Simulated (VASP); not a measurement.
# Al16O in VASP: notebook

Al16O is run at these levels: PBE; tasks: single point.

Program: VASP 6.6.1. These are calculated values, not measurements. Logs are shortened: lines on timing, memory, paths and dates and some standing lists are left out, and cuts for length are marked.

## 1. The cell of the first run

The cell holds a slab with vacuum, 17 atoms: a = 5.714 Å, b = 8.080 Å, c = 19.743 Å, α = 90.00°, β = 90.00°, γ = 90.00°.

## 2. Single point, PBE

Contents of INCAR:

```
SYSTEM = Al16O
PREC = Accurate
ENCUT = 520
EDIFF = 1E-6
ISMEAR = 0
SIGMA = 0.1
LREAL = Auto
LASPH = .TRUE.
NELM = 80
ALGO = Normal
ISIF = 2
LWAVE = .FALSE.
LCHARG = .FALSE.
LDIPOL = .TRUE.
IDIPOL = 3
DIPOL = 0.5 0.5 0.318
GGA = PE
NBANDS = 41
```

Contents of KPOINTS:

```
Automatic mesh
0
G
  5 4 1
  0 0 0
```

Contents of POSCAR:

```
Al16O
1.0
    5.7135165838      0.0000000000      0.0000000000
    0.0000000000      8.0801326416      0.0000000000
    0.0000000000      0.0000000000     19.7432786844
Al O
16 1
Direct
    0.2500000000      0.2500000000      0.2026005946
    0.2500000000      0.7500000000      0.2026005946
    0.7500000000      0.2500000000      0.2026005946
    0.7500000000      0.7500000000      0.2026005946
    0.0000000000      0.0000000000      0.2749482107
    0.0000000000      0.5000000000      0.2749482107
    0.5000000000      0.0000000000      0.2749482107
    0.5000000000      0.5000000000      0.2749482107
    0.2500000000      0.2500000000      0.3495466410
    0.2500000000      0.7500000000      0.3495466410
    0.7500000000      0.2500000000      0.3495466410
    0.7500000000      0.7500000000      0.3495466410
    0.0000000000      0.0000000000      0.4175232906
    0.0000000000      0.5000000000      0.4175232906
    0.5000000000      0.0000000000      0.4175232906
    0.5000000000      0.5000000000      0.4175232906
    0.1666666667      0.1875000000      0.4351736962
```

Potentials or basis: VASP PAW PBE potentials, release 64 (Al, O).

Command:

```
$ cat potpaw_PBE.64/Al/POTCAR potpaw_PBE.64/O/POTCAR > POTCAR
$ mpirun -np 1 vasp_std > vasp.out
```

OUTCAR:

```text
SYSTEM = Al16O
   PREC = Accurate
   ENCUT = 520
   EDIFF = 1E-6
   ISMEAR = 0
   LREAL = Auto
   LASPH = .TRUE.
   NELM = 80
   ISIF = 2
   GGA = PE

 ion  position               nearest neighbor table
   1  0.250  0.250  0.203-   3 2.86   3 2.86   6 2.86   7 2.86   8 2.86   5 2.86   9 2.90
   2  0.250  0.750  0.203-   4 2.86   4 2.86   6 2.86   7 2.86   8 2.86   5 2.86  10 2.90
   3  0.750  0.250  0.203-   1 2.86   1 2.86   6 2.86   7 2.86   8 2.86   5 2.86  11 2.90
   4  0.750  0.750  0.203-   2 2.86   2 2.86   6 2.86   7 2.86   8 2.86   5 2.86  12 2.90
   5  0.000  0.000  0.275-  13 2.81   7 2.86   7 2.86   4 2.86   1 2.86   2 2.86   3 2.86  11 2.88
                            12 2.88   9 2.88  10 2.88
   6  0.000  0.500  0.275-  14 2.81   8 2.86   8 2.86   4 2.86   1 2.86   2 2.86   3 2.86  11 2.88
                            12 2.88   9 2.88  10 2.88
   7  0.500  0.000  0.275-  15 2.81   5 2.86   5 2.86   4 2.86   1 2.86   2 2.86   3 2.86  11 2.88
                            12 2.88   9 2.88  10 2.88
   8  0.500  0.500  0.275-  16 2.81   6 2.86   6 2.86   4 2.86   1 2.86   2 2.86   3 2.86  11 2.88
                            12 2.88   9 2.88  10 2.88
   9  0.250  0.250  0.350-  17 1.83  14 2.81  15 2.81  16 2.81  13 2.81  11 2.86  11 2.86   8 2.88
                             5 2.88   6 2.88   7 2.88   1 2.90
  10  0.250  0.750  0.350-  13 2.81  14 2.81  15 2.81  16 2.81  12 2.86  12 2.86   7 2.88   8 2.88
                             5 2.88   6 2.88   2 2.90
  11  0.750  0.250  0.350-  13 2.81  14 2.81  15 2.81  16 2.81   9 2.86   9 2.86   7 2.88   8 2.88
                             5 2.88   6 2.88   3 2.90
  12  0.750  0.750  0.350-  13 2.81  14 2.81  15 2.81  16 2.81  10 2.86  10 2.86   7 2.88   8 2.88
                             5 2.88   6 2.88   4 2.90
  13  0.000  0.000  0.418-  17 1.82  10 2.81  11 2.81  12 2.81   9 2.81   5 2.81  15 2.86  15 2.86

  14  0.000  0.500  0.418-   9 2.81  10 2.81  11 2.81  12 2.81   6 2.81  16 2.86  16 2.86
  15  0.500  0.000  0.418-  17 2.46  10 2.81  11 2.81  12 2.81   9 2.81   7 2.81  13 2.86  13 2.86

  16  0.500  0.500  0.418-   9 2.81  10 2.81  11 2.81  12 2.81   8 2.81  14 2.86  14 2.86
  17  0.167  0.188  0.435-  13 1.82   9 1.83  15 2.46

  LATTYP: Found a simple orthorhombic cell.
 ALAT       =     5.7135165838
 B/A-ratio  =     1.4142135624
 C/A-ratio  =     3.4555388778

  Lattice vectors:

 A1 = (   5.7135165838,   0.0000000000,   0.0000000000)
 A2 = (   0.0000000000,   8.0801326416,   0.0000000000)
 A3 = (   0.0000000000,   0.0000000000,  19.7432786844)

Analysis of symmetry for initial positions (statically):
=====================================================================
 Subroutine PRICEL returns:
 Original cell was already a primitive cell.

 Routine SETGRP: Setting up the symmetry group for a
 simple orthorhombic supercell.

 Subroutine GETGRP returns: Found  1 space group operations
 (whereof  1 operations were pure point group operations)
[... 152 lines left out ...]
     AMIX_MAG =   1.60;   BMIX_MAG =  1.00
  volume/ion in A,a.u.               =      53.62       361.82
  Fermi-wavevector in a.u.,A,eV,Ry     =   0.638203  1.206029  5.541699  0.407303
  Thomas-Fermi vector in A             =   1.703466
   LORBIT       =      0    0 simple, 1 ext, 2 COOP (PROOUT), +10 PAW based schemes
   GGA     = PE    functional components
   LHFCALC =     F    Hartree Fock is set to
   AEXX    =    0.0000 exact exchange contribution
   IVDW    =     0    specifies the selected vdW correction
   LEPSILON=     F    determine dielectric tensor
   LRPA    =     F    only Hartree local field effects (RPA)
 non-spin polarized calculation
 Gauss-broadening in eV      SIGMA  =   0.10
  energy-cutoff  :      520.00
  volume of cell :      911.47
 maximum number of plane-waves:     24626
   NGX = 21   NGY = 31   NGZ = 73

 dipolmoment           0.000000      0.000000     -0.140615 electrons x Angstroem

 number of electron      54.0000000 magnetization

 dipolmoment           0.000000      0.000000      0.005974 electrons x Angstroem

 Free energy of the ion-electron system (eV)
  ---------------------------------------------------
  ext. energy  EPLUGINS =         0.00000000
  ---------------------------------------------------
  free energy    TOTEN  =       -62.58790733 eV

  energy without entropy =      -62.55471782  energy(sigma->0) =      -62.57131257

 E-fermi :  -0.5742     XC(G=0):  -4.0526

 val. band max:       -0.6057902853   @ k =   0.4000   0.0000   0.0000
 cond. band min:      -0.5483421608   @ k =   0.4000   0.5000   0.0000
 fundamental gap:      0.0574481246
 Fermi energy:        -0.5741514523

 k-point     1 :       0.0000    0.0000    0.0000
  band No.  band energies     occupation
      1     -19.7940      2.00000
      2     -10.6279      2.00000
      3      -8.7005      2.00000
      4      -8.4539      2.00000
      5      -8.0832      2.00000
      6      -6.9729      2.00000
[... 451 lines left out ...]
     38       2.3078      0.00000
     39       2.4174      0.00000
 [bands above 39 left out]

------------------------ aborting loop because EDIFF is reached ----------------------------------------

 vacuum level on the upper side and lower side of the slab       (xc-potential included)        -0.096        -0.130

  FORCE on cell =-STRESS in cart. coord.  units (eV):
  Direction    XX          YY          ZZ          XY          YZ          ZX
  --------------------------------------------------------------------------------------
  -------------------------------------------------------------------------------------
  Total      -11.9699168     -3.0041705     -1.4632478     -0.3277331     -0.4826581      0.8964164
  in kB      -21.0407132     -5.2807293     -2.5720961     -0.5760891     -0.8484162      1.5757203
  external PRESSURE =      -9.6311796 kB  Pullay stress =       0.0000000 kB

 VOLUME and BASIS-vectors are now :
 -----------------------------------------------------------------------------
  energy-cutoff  :      520.00
  volume of cell :      911.47
      direct lattice vectors                 reciprocal lattice vectors
     5.713516584  0.000000000  0.000000000     0.175023558  0.000000000  0.000000000
     0.000000000  8.080132642  0.000000000     0.000000000  0.123760345  0.000000000
     0.000000000  0.000000000 19.743278684     0.000000000  0.000000000  0.050650149

 POSITION                                       TOTAL-FORCE (eV/Angst)
 -----------------------------------------------------------------------------------
      1.42838      2.02003      4.00000         0.084514     -0.075501      0.252122
      1.42838      6.06010      4.00000         0.048584     -0.019244      0.254451
      4.28514      2.02003      4.00000        -0.102923      0.029354      0.142530
      4.28514      6.06010      4.00000         0.000022     -0.072583      0.205612
      0.00000      0.00000      5.42838        -0.079923      0.056369     -0.117722
      0.00000      4.04007      5.42838        -0.062267     -0.043201     -0.097526
[... 9 lines left out ...]
      2.85676      4.04007      8.24328         0.218900      0.256828     -0.057325
      0.95225      1.51502      8.59176         0.382027     -0.716231      0.024005
 -----------------------------------------------------------------------------------
    total drift:                                0.000166      0.000188     -0.001615

  FREE ENERGIE OF THE ION-ELECTRON SYSTEM (eV)
  ---------------------------------------------------
  free  energy   TOTEN  =       -62.5879073303 eV

  energy  without entropy=      -62.5547178179  energy(sigma->0) =      -62.57131257

 vacuum level on the upper side and lower side of the slab         3.614         3.559
```

OSZICAR:

```text
N       E                     dE             d eps       ncg     rms          rms(c)
DAV:   1     0.243044339131E+03    0.24304E+03   -0.16182E+04   902   0.923E+02
DAV:   2    -0.274451399845E+02   -0.27049E+03   -0.25936E+03  1267   0.166E+02
DAV:   3    -0.656270587600E+02   -0.38182E+02   -0.37128E+02  1307   0.572E+01
DAV:   4    -0.676365352945E+02   -0.20095E+01   -0.20011E+01  1156   0.153E+01
[... 16 lines left out ...]
DAV:  21    -0.625878421355E+02   -0.79595E-04   -0.93129E-06  1016   0.132E-02    0.103E-03
DAV:  22    -0.625878951737E+02   -0.53038E-04   -0.77507E-06   985   0.762E-03    0.302E-03
DAV:  23    -0.625879018300E+02   -0.66563E-05   -0.50414E-07   740   0.367E-03    0.116E-03
DAV:  24    -0.625879065124E+02   -0.46825E-05   -0.98527E-07   675   0.386E-03    0.919E-04
DAV:  25    -0.625879073303E+02   -0.81781E-06   -0.13211E-07   673   0.129E-03
   1 F= -.62587907E+02 E0= -.62571313E+02  d E =-.331895E-01
```

stdout:

```text
POSCAR found type information on POSCAR AlO
 POSCAR found :  2 types and      17 ions
 scaLAPACK will be used
 LDA part: xc-table for (Slater+PW92), standard interpolation
 POSCAR, INCAR and KPOINTS ok, starting setup
 FFT: planning ... GRIDC
 FFT: planning ... GRID_SOFT
 FFT: planning ... GRID
 WAVECAR not read
 entering main loop
```

Wall time 7.2 min (1 thread of AMD EPYC 9R45 (Zen 5), shared host); peak memory 0.81 GiB.

Results:

```
Free energy            : -62.5879 eV
Largest force          : 0.812 eV/Å
Band gap on the k mesh : zero (bands 27 and 28 overlap by 0.51 eV)
```

Forces on the atoms (eV/Å):
```
Al   0.085 -0.076  0.252
Al   0.049 -0.019  0.254
Al  -0.103  0.029  0.143
Al   0.000 -0.073  0.206
Al  -0.080  0.056 -0.118
Al  -0.062 -0.043 -0.098
Al  -0.073  0.032 -0.050
Al   0.087  0.006 -0.199
Al   0.108  0.150 -0.233
Al   0.001  0.302  0.191
Al  -0.485  0.084 -0.463
Al  -0.020 -0.034 -0.124
Al  -0.379 -0.057  0.106
Al  -0.055  0.126  0.045
Al   0.327 -0.026  0.119
Al   0.219  0.257 -0.057
O    0.382 -0.716  0.024
```

Levels at points of the mesh, in eV from the Fermi level:
```csv
k point,band 23,band 24,band 25,band 26,band 27,band 28,band 29,band 30,band 31,band 32
"(0.00, 0.00, 0.00)",-1.26,-1.14,-0.88,-0.53,-0.41,-0.13,0.18,0.49,0.92,1.36
"(0.00, 0.50, 0.00)",-1.02,-0.87,-0.81,-0.62,-0.53,-0.21,0.32,0.35,0.65,0.87
```

## 3. Single point, PBE

Contents of INCAR:

```
PREC     = Accurate       # precision mode
ENCUT    = 520            # plane-wave cutoff, eV
EDIFF    = 1E-6           # SCF threshold, eV
ISMEAR   = 0              # smearing method
SIGMA    = 0.1            # smearing width, eV
LREAL    = Auto         
LASPH    = T              # aspherical terms in the spheres
NELM     = 60             # most SCF steps
ALGO     = Normal         # electronic algorithm
ISIF     = 2              # what is computed and relaxed
LWAVE    = F              # write WAVECAR
LCHARG   = F              # write CHGCAR
LDIPOL   = T            
IDIPOL   = 3            
DIPOL    = 0.5 0.5 0.322
GGA      = PE             # functional
NBANDS   = 41             # bands
```

Contents of KPOINTS:

```
regular mesh
0
Gamma
  5 4 1
```

POSCAR: that of step 2 with these lines changed.

```diff
@@ -24,2 +24,2 @@
     0.5000000000      0.5000000000      0.4175232906
-    0.1666666667      0.1875000000      0.4351736962
+    0.0833333333      0.0625000000      0.4939686990
```

Potentials or basis: VASP PAW PBE potentials, release 64 (Al, O).

Command:

```
$ cat potpaw_PBE.64/Al/POTCAR potpaw_PBE.64/O/POTCAR > POTCAR
$ mpirun -np 1 vasp_std > vasp.out
```

Run time: 8.2 min. Hardware: 1 thread of AMD EPYC 9R45 (Zen 5), shared host; peak memory 0.81 GiB.

Results (log left out):

* Free energy: -61.3164 eV
* Largest force: 1.033 eV/Å
* Band gap on the k mesh: zero (bands 27 and 28 overlap by 0.67 eV)

Forces on the atoms (eV/Å):
```
Al  -0.008  0.032  0.178
Al  -0.028 -0.056  0.195
Al   0.024  0.010  0.256
Al   0.051 -0.049  0.277
Al  -0.080  0.070 -0.162
Al   0.000  0.033 -0.251
Al   0.056  0.049 -0.263
Al   0.011  0.014 -0.228
Al   0.018  0.066 -0.130
Al   0.045  0.028 -0.057
Al  -0.072 -0.037 -0.092
Al  -0.027  0.065 -0.004
Al  -0.675 -0.301 -0.285
Al   0.034 -0.063  0.090
Al  -0.357  0.103  0.374
Al  -0.023 -0.012  0.029
O    1.029  0.048  0.075
```

Levels at points of the mesh, in eV from the Fermi level:
```tsv
k point	band 25	band 26	band 27	band 28	band 29	band 30
(0.00, 0.00, 0.00)	-0.83	-0.67	-0.50	-0.47	0.24	0.33
(0.00, 0.50, 0.00)	-0.84	-0.83	-0.74	-0.44	0.27	0.36
```

[end of part 1 of 2]

The gap in the log of VASP goes by the Fermi energy; the results here count the filled bands.